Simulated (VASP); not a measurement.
Runs of VASP 6.6.1 on Be3Cd2S. The structure is that of space group P6/mmm (No. 191), or close to it. The cells are those of the table. The cell was built from a structure type or drawn by symmetry, and may not be a known phase.

```tsv
task	cell	k mesh	cutoff (eV)	gap on the mesh (eV)	pressure (GPa)	relaxed volume (Å³/atom)
single point	a = 5.485, b = 5.485, c = 3.306 Å, angles 90.0, 90.0, 120.0°, 6 atoms	6 × 6 × 6	520	none	17.1	-
relaxation of cell and atoms	relaxed from a = 5.485, b = 5.485, c = 3.306 Å, angles 90.0, 90.0, 120.0°, 6 atoms	6 × 6 × 6	600	none	0.2	16.19
single point	a = 5.121, b = 5.121, c = 4.280 Å, angles 90.0, 90.0, 120.0°, 6 atoms	12 × 12 × 10	520	none	0.2	-
relaxation of cell and atoms	relaxed from a = 5.142, b = 5.142, c = 4.248 Å, angles 90.0, 90.0, 120.0°, 6 atoms	12 × 12 × 10	600	none	0.0	(a)
single point	a = 5.142, b = 5.142, c = 4.248 Å, angles 90.0, 90.0, 120.0°, 6 atoms	6 × 6 × 6	520	none	0.3	-
```

Alike in all rows: level PBE; potentials or basis VASP PAW PBE potentials, release 64 (Be, Cd, S); no spin polarisation; smearing gaussian 0.1 eV.

**Question.** Estimate the missing entries.

**Answer.** (a) 16.24.

Caveats: the cell stands under pressure (at least some runs); a cell axis changed by over 15 % at a fixed basis, so the end point is rough (at least some runs).

A k mesh can miss the band edges, and the runs leave out spin-orbit coupling on Cd.

A gap of «none» marks levels without a gap at the run's occupations.
